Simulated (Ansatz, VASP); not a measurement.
**Si4B in VASP and in Ansatz**

```
Si B
1.0
    -4.08073    4.08073    2.55715
     4.08073   -4.08073    2.55715
     4.08073    4.08073   -2.55715
Si B
8 2
Direct
  0.31369 0.40861 0.27470
  0.43631 0.84139 0.22530
  0.13391 0.03899 0.72530
  0.15861 0.38391 0.59492
  0.96101 0.68631 0.09492
  0.61609 0.21101 0.77470
  0.78899 0.56369 0.40508
  0.59139 0.86609 0.90508
  0.00000 0.00000 0.00000
  0.75000 0.25000 0.50000
```

Change from the starting cell: built by hand: B-substituted diamond Si, Ni4Mo-like ordering (I4_1/a, No. 88).

Alike in both runs: functional PBE; k mesh 8 × 8 × 8; occupations gaussian, width 0.1 eV; no spin polarisation.

Ansatz relaxed the structure, and its values are those at the end. VASP's run is a single point on that final structure, the one shown.

|  | VASP | Ansatz |
| --- | --- | --- |
| version | VASP 6.6.1 | Ansatz 0.2.0 |
| potentials or method | VASP PAW PBE potentials, release 64 (Si, B), cutoff 520 eV | scalar-relativistic, plane waves, PAW |
| valence electrons in the cell | 38 | 38 |

VASP gave:

| Property | Result |
| --- | --- |
| gap on the k mesh at the Fermi level (eV) | none |
| pressure (GPa) | -0.1 |

Question: Estimate Ansatz's values.

Answer: gap on the k mesh at the Fermi level (eV): none; pressure (GPa): 0.0.

A gap of «none» marks a metal or a gap that the smearing closes.
